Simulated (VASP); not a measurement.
# ZrB (Fm-3m) in VASP: elastic constants with PBE

Aim: the elastic constants of ZrB with PBE.

Program: VASP 6.6.1. These are calculated values, not measurements. Logs are shortened: lines on timing, memory, paths and dates and some standing lists are left out, and cuts for length are marked.

## (1) The cell of the first run

The structure is cubic, space group Fm-3m (No. 225). The conventional cell has a = 4.832 Å, b = 4.832 Å, c = 4.832 Å, α = 90.00°, β = 90.00°, γ = 90.00°. Zr (site symmetry m-3m) has 6 B at 2.42 Å within 3.2 Å. Within 3.2 Å of B (site symmetry m-3m) lie 6 Zr at 2.42 Å.

## (2) Elastic constants, PBE

File INCAR:

```
SYSTEM = ZrB
ALGO = Normal ; EDIFF = 1E-8
ENCUT = 600 ; GGA = PE
IBRION = 6 ; ISIF = 3
ISMEAR = -1 ; LASPH = .True.
LCHARG = .False. ; LREAL = .False.
LWAVE = .False. ; NBANDS = 14
NELM = 100 ; NFREE = 2
NSW = 1 ; POTIM = 0.015
PREC = Accurate ; SIGMA = 0.15
```

File KPOINTS:

```
k-points
0
Gamma
  16 16 16
  0 0 0
```

File POSCAR:

```
ZrB
1.0
    0.0000000000      2.4159271936      2.4159271936
    2.4159271936      0.0000000000      2.4159271936
    2.4159271936      2.4159271936      0.0000000000
Zr B
1 1
Direct
    0.0000000000      0.0000000000      0.0000000000
    0.5000000000      0.5000000000      0.5000000000
```

Potentials or basis: VASP PAW PBE potentials, release 64 (Zr_sv, B).

Launch:

```sh
$ cat potpaw_PBE.64/Zr_sv/POTCAR potpaw_PBE.64/B/POTCAR > POTCAR
$ mpirun -np 1 vasp_std > vasp.out
```

OUTCAR:

```text
SYSTEM = ZrB
   EDIFF = 1E-8
   ENCUT = 600
   GGA = PE
   IBRION = 6
   ISIF = 3
   ISMEAR = -1
   LASPH = .True.
   LREAL = .False.
   NELM = 100
   NFREE = 2
   NSW = 1
   POTIM = 0.015
   PREC = Accurate

 ion  position               nearest neighbor table
   1  0.000  0.000  0.000-   2 2.42   2 2.42   2 2.42   2 2.42   2 2.42   2 2.42
   2  0.500  0.500  0.500-   1 2.42   1 2.42   1 2.42   1 2.42   1 2.42   1 2.42

  LATTYP: Found a face centered cubic cell.
 ALAT       =     4.8318543872

  Lattice vectors:

 A1 = (   0.0000000000,   2.4159271936,   2.4159271936)
 A2 = (   2.4159271936,   0.0000000000,   2.4159271936)
 A3 = (   2.4159271936,   2.4159271936,   0.0000000000)

Analysis of symmetry for initial positions (statically):
=====================================================================
 Subroutine PRICEL returns:
 Original cell was already a primitive cell.

 Routine SETGRP: Setting up the symmetry group for a
 face centered cubic supercell.

 Subroutine GETGRP returns: Found 48 space group operations
 (whereof 48 operations were pure point group operations)
 out of a pool of 48 trial point group operations.

The static configuration has the point symmetry O_h .

Analysis of symmetry for dynamics (positions and initial velocities):
=====================================================================
 Subroutine PRICEL returns:
 Original cell was already a primitive cell.

 Routine SETGRP: Setting up the symmetry group for a
 face centered cubic supercell.

 Subroutine GETGRP returns: Found 48 space group operations
 (whereof 48 operations were pure point group operations)
 out of a pool of 48 trial point group operations.

The dynamic configuration has the point symmetry O_h .

 Subroutine INISYM returns: Found 48 space group operations
 (whereof 48 operations are pure point group operations),
 and found     1 'primitive' translations

----------------------------------------------------------------------------------------

                                     Primitive cell

  volume of cell :      28.2021

  direct lattice vectors                    reciprocal lattice vectors
     0.000000000  2.415927194  2.415927194    -0.206959879  0.206959879  0.206959879
     2.415927194  0.000000000  2.415927194     0.206959879 -0.206959879  0.206959879
     2.415927194  2.415927194  0.000000000     0.206959879  0.206959879 -0.206959879

  length of vectors
     3.416637003  3.416637003  3.416637003     0.358465026  0.358465026  0.358465026

  position of ions in fractional coordinates (direct lattice)
     0.000000000  0.000000000  0.000000000
     0.500000000  0.500000000  0.500000000

  ion indices of the primitive-cell ions
   primitive index   ion index
                 1           1
                 2           2

----------------------------------------------------------------------------------------

 KPOINTS: k-points

Automatic generation of k-mesh.
 Grid dimensions read from file:
 generate k-points for:   16   16   16

 Generating k-lattice:

  Cartesian coordinates                     Fractional coordinates (reciprocal lattice)
    -0.012934992  0.012934992  0.012934992     0.062500000  0.000000000  0.000000000
     0.012934992 -0.012934992  0.012934992     0.000000000  0.062500000  0.000000000
     0.012934992  0.012934992 -0.012934992     0.000000000  0.000000000  0.062500000

  Length of vectors
     0.022404064  0.022404064  0.022404064

  Shift w.r.t. Gamma in fractional coordinates (k-lattice)
     0.000000000  0.000000000  0.000000000

 Subroutine IBZKPT returns following result:
 ===========================================

 Found    145 irreducible k-points:

 Following reciprocal coordinates:
            Coordinates               Weight
  0.000000  0.000000  0.000000      1.000000
  0.062500  0.000000  0.000000      8.000000
  0.125000  0.000000  0.000000      8.000000
  0.187500  0.000000  0.000000      8.000000
  0.250000  0.000000  0.000000      8.000000
  0.312500  0.000000  0.000000      8.000000
[... 16 lines left out ...]
 -0.125000  0.062500  0.000000     24.000000
 -0.062500  0.062500  0.000000     12.000000
 [... further k-points ...]
   k-points           NKPTS =    145   k-points in BZ     NKDIM =    145   number of bands    NBANDS=     14
   number of dos      NEDOS =    301   number of ions     NIONS =      2
   total plane-waves  NPLWV =  21952
[... 42 lines left out ...]
   AEXX    =    0.0000 exact exchange contribution
   IVDW    =     0    specifies the selected vdW correction
   LEPSILON=     F    determine dielectric tensor
   LRPA    =     F    only Hartree local field effects (RPA)
 finite differences with symmetry
 non-spin polarized calculation
  energy-cutoff  :      600.00
  volume of cell :       28.20
 maximum number of plane-waves:       960
   NGX = 13   NGY = 13   NGZ = 13

--------------------------------------- Ionic step        1  -------------------------------------------

 number of electron      15.0000000 magnetization

 Free energy of the ion-electron system (eV)
  ---------------------------------------------------
  ext. energy  EPLUGINS =         0.00000000
  ---------------------------------------------------
  free energy    TOTEN  =       -16.01676304 eV

  energy without entropy =      -15.92724754  energy(sigma->0) =      -15.97200529

------------------------ aborting loop because EDIFF is reached ----------------------------------------

  FORCE on cell =-STRESS in cart. coord.  units (eV):
  Direction    XX          YY          ZZ          XY          YZ          ZX
  --------------------------------------------------------------------------------------
  -------------------------------------------------------------------------------------
  Total        1.4308074      1.4308074      1.4308074      0.0000000      0.0000000     -0.0000000
  in kB       81.2849670     81.2849670     81.2849670      0.0000000      0.0000000     -0.0000000
  external PRESSURE =      81.2849670 kB  Pullay stress =       0.0000000 kB
[... 89 lines left out ...]
  FREE ENERGIE OF THE ION-ELECTRON SYSTEM (eV)
  ---------------------------------------------------
  free  energy   TOTEN  =       -15.9866559319 eV

  energy  without entropy=      -15.8981757502  energy(sigma->0) =      -15.94241584

[... ionic steps 4 to 14 ...]

--------------------------------------- Ionic step       15  -------------------------------------------

 number of electron      15.0000000 magnetization

------------------------ aborting loop because EDIFF is reached ----------------------------------------
[... 67 lines left out ...]
--------------------------------------- Ionic step       17  -------------------------------------------

 number of electron      15.0000000 magnetization

 Free energy of the ion-electron system (eV)
  ---------------------------------------------------
  ext. energy  EPLUGINS =         0.00000000
  ---------------------------------------------------
  free energy    TOTEN  =       -16.01592122 eV

  energy without entropy =      -15.92641526  energy(sigma->0) =      -15.97116824

 E-fermi :   7.9104     XC(G=0): -11.6788

 val. band max:        7.8813820561   @ k =  -0.4375   0.3750   0.1250
 cond. band min:       7.9107344308   @ k =   0.0625   0.3750   0.1875
 fundamental gap:      0.0293523747
 Fermi energy:         7.9104091578

 k-point     1 :       0.0000    0.0000    0.0000
  band No.  band energies     occupation
      1     -39.4121      2.00000
      2     -17.2221      2.00000
      3     -17.2219      2.00000
      4     -17.2219      2.00000
      5      -0.2613      2.00000
      6       9.6652      0.00002
      7       9.6652      0.00002
      8       9.6689      0.00002
      9      11.1211      0.00000
     10      11.1629      0.00000
     11      11.4077      0.00000
     12      11.4077      0.00000
     13      11.4467      0.00000
     14      18.6779      0.00000
[... 377 lines left out ...]
      1     -39.4051      2.00000
      2     -17.2827      2.00000
      3     -17.2392      2.00000
      4     -17.2238      2.00000
      5      -0.0181      2.00000
      6       9.0846      0.00080
      7       9.1471      0.00053
      8       9.4903      0.00005
      9       9.8022      0.00001
     10      10.7036      0.00000
     11      11.8816      0.00000
     12      12.5230      0.00000
     13      13.4676      0.00000
     14      19.2606      0.00000

 [... further k-points ...]

------------------------ aborting loop because EDIFF is reached ----------------------------------------

  FORCE on cell =-STRESS in cart. coord.  units (eV):
  Direction    XX          YY          ZZ          XY          YZ          ZX
  --------------------------------------------------------------------------------------
  -------------------------------------------------------------------------------------
  Total        1.4379057      1.4300647      1.4300647      0.0000000      0.0000000     -0.0000000
  in kB       81.6882283     81.2427759     81.2427759      0.0000000      0.0000000     -0.0000000
  external PRESSURE =      81.3912601 kB  Pullay stress =       0.0000000 kB
[... 17 lines left out ...]
  FREE ENERGIE OF THE ION-ELECTRON SYSTEM (eV)
  ---------------------------------------------------
  free  energy   TOTEN  =       -16.0159212225 eV

  energy  without entropy=      -15.9264152581  energy(sigma->0) =      -15.97116824

 INTERNAL STRAIN TENSORS FROM STRAINED CELLS
 ============================================

 INTERNAL STRAIN TENSOR FOR ION    1 for displacements in x,y,z  (eV/Angst):
          X           Y           Z          XY          YZ          ZX
  --------------------------------------------------------------------------------
  x    -0.00000    -0.00000    -0.00000    -0.00000     0.00000     0.00000
  y    -0.00000     0.00000    -0.00000     0.00000    -0.00000     0.00000
  z     0.00000    -0.00000     0.00000    -0.00000    -0.00000    -0.00000

 INTERNAL STRAIN TENSORS FROM DISPLACED ATOMS
 ============================================

 INTERNAL STRAIN TENSOR FOR ION    1 for displacements in x,y,z  (eV/Angst):
          X           Y           Z          XY          YZ          ZX
  --------------------------------------------------------------------------------
  x     0.00000     0.00000     0.00000     0.00000     0.00000     0.00000
  y     0.00000     0.00000     0.00000     0.00000     0.00000     0.00000
  z     0.00000     0.00000     0.00000     0.00000     0.00000     0.00000

 INTERNAL STRAIN TENSOR FOR ION    2 for displacements in x,y,z  (eV/Angst):
          X           Y           Z          XY          YZ          ZX
  --------------------------------------------------------------------------------
  x     0.00000     0.00000     0.00000     0.00000     0.00000     0.00000
  y     0.00000     0.00000     0.00000     0.00000     0.00000     0.00000
  z     0.00000     0.00000     0.00000     0.00000     0.00000     0.00000

 Eigenvectors and eigenvalues of the dynamical matrix
 ----------------------------------------------------

   1 f  =   13.759492 THz    86.453440 2PiTHz  458.967263 cm-1    56.904663 meV
             X         Y         Z           dx          dy          dz
      0.000000  0.000000  0.000000     0.000000    0.325528   -0.000000
      2.415927  2.415927  2.415927    -0.000000   -0.945532   -0.000000
[... 21 lines left out ...]
   6 f/i=    0.000333 THz     0.002094 2PiTHz    0.011115 cm-1     0.001378 meV
             X         Y         Z           dx          dy          dz
      0.000000  0.000000  0.000000     0.304559   -0.889886    0.096835
      2.415927  2.415927  2.415927     0.104854   -0.306371    0.033338

--------------------------------------------------------------------------------------------------------

 ELASTIC MODULI CONTR FROM IONIC RELAXATION (kBar)
 Direction    XX          YY          ZZ          XY          YZ          ZX
 --------------------------------------------------------------------------------
 XX           0.0000      0.0000      0.0000      0.0000      0.0000      0.0000
 YY           0.0000      0.0000      0.0000      0.0000      0.0000      0.0000
 ZZ           0.0000      0.0000      0.0000      0.0000      0.0000      0.0000
 XY           0.0000      0.0000      0.0000      0.0000      0.0000      0.0000
 YZ           0.0000      0.0000      0.0000      0.0000      0.0000      0.0000
 ZX           0.0000      0.0000      0.0000      0.0000      0.0000      0.0000
 --------------------------------------------------------------------------------

 TOTAL ELASTIC MODULI (kBar)
 Direction    XX          YY          ZZ          XY          YZ          ZX
 --------------------------------------------------------------------------------
 XX        4116.4816    672.9089    672.9089      0.0000      0.0000     -0.0000
 YY         672.9089   4116.4816    672.9089     -0.0000     -0.0000     -0.0000
 ZZ         672.9089    672.9089   4116.4816      0.0000      0.0000     -0.0000
 XY           0.0000     -0.0000      0.0000    554.3702     -0.0000     -0.0000
 YZ           0.0000     -0.0000      0.0000     -0.0000    554.3702     -0.0000
 ZX          -0.0000     -0.0000     -0.0000     -0.0000     -0.0000    554.3702
 --------------------------------------------------------------------------------
```

Wall time 85 min (1 thread of Intel Xeon 8259CL, shared host); peak memory 0.93 GiB.

Results:

| Item | Value |
| --- | --- |
| Elastic constants C11, C12, C44 | 412, 67, 55 GPa |
| Voigt bulk modulus | 182 GPa |
| Highest phonon frequency at Γ | 459 cm⁻¹ |

Phonon frequencies in cm⁻¹ (negative: imaginary):
| q point | frequencies |
| --- | --- |
| (0.000, 0.000, 0.000) | 0 0 0 459 459 459 |

Elastic tensor in Voigt notation (GPa, in the Cartesian axes of the cell as first typed):
```
412  67  67   0   0   0
 67 412  67   0   0   0
 67  67 412   0   0   0
  0   0   0  55   0   0
  0   0   0   0  55   0
  0   0   0   0   0  55
```

Clamped-ion elastic tensor (GPa):
```
412  67  67   0   0   0
 67 412  67   0   0   0
 67  67 412   0   0   0
  0   0   0  55   0   0
  0   0   0   0  55   0
  0   0   0   0   0  55
```

Caveat: the cell is under stress, which shifts elastic constants.
